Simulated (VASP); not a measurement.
Wanted: the native input for a VASP 6.6.1 run.

```
Task                   : single point
Functional             : PBE
Potentials or basis    : VASP PAW PBE potentials, release 64 (Sr_sv, Zn, Tl_d)
Cutoff                 : 520 eV
k mesh                 : 4 × 4 × 4
Occupations            : gaussian, width 0.1 eV
Spin                   : no spin polarisation
Dipole correction      : no
Further INCAR settings : ALGO = Fast; EDIFF = 1e-07; NBANDS = 38
```

The structure of SrTl2Zn2 lies in POSCAR:

```
SrTl2Zn2
1.0
    4.2046184520      0.0000000000      0.0000000000
   -0.0223772134      5.0891725470      0.0000000000
   -2.0641536691     -1.7203022373      6.1575632063
Sr Zn Tl
1 2 2
Direct
    0.0000000000      0.0000000000      0.0000000000
    0.7351708192      0.1395959516      0.4696388694
    0.2648291808      0.8604040484      0.5303611306
    0.3697636293      0.4450625486      0.7423206120
    0.6302363707      0.5549374514      0.2576793880
```

These files were run (other wordings do the same):

INCAR

```
PREC     = Accurate       # precision mode
ENCUT    = 520            # plane-wave cutoff, eV
EDIFF    = 1E-7           # SCF threshold, eV
ISMEAR   = 0              # smearing method
SIGMA    = 0.1            # smearing width, eV
LREAL    = False          # projectors in reciprocal space
LASPH    = True           # aspherical terms in the spheres
NELM     = 60             # most SCF steps
ALGO     = Fast           # electronic algorithm
ISIF     = 2              # what is computed and relaxed
LWAVE    = False          # write WAVECAR
LCHARG   = False          # write CHGCAR
GGA      = PE             # functional
NBANDS   = 38             # bands
```

KPOINTS

```
regular mesh
0
Gamma
  4 4 4
```

Potentials or basis: VASP PAW PBE potentials, release 64 (Sr_sv, Zn, Tl_d).

Run with:

```bash
$ cat potpaw_PBE.64/Sr_sv/POTCAR potpaw_PBE.64/Zn/POTCAR potpaw_PBE.64/Tl_d/POTCAR > POTCAR
$ mpirun -np 1 vasp_std > vasp.out
```

Results of the run:

```json
{"Pressure": "0.0 GPa", "Largest force": "0.028 eV/Å", "Band gap on the k mesh": "zero (bands 30 and 31 overlap by 2.09 eV)"}
```

Caveat: the k points lie up to 0.39 Å⁻¹ apart, too coarse for converged energies and pressures of a metal; spin-orbit coupling is left out, which moves the levels of the heavy elements.

It took 4.1 min on 1 thread of Oxide Virtual Turin-like Processor, with other jobs on the host, peak memory 0.31 GiB.
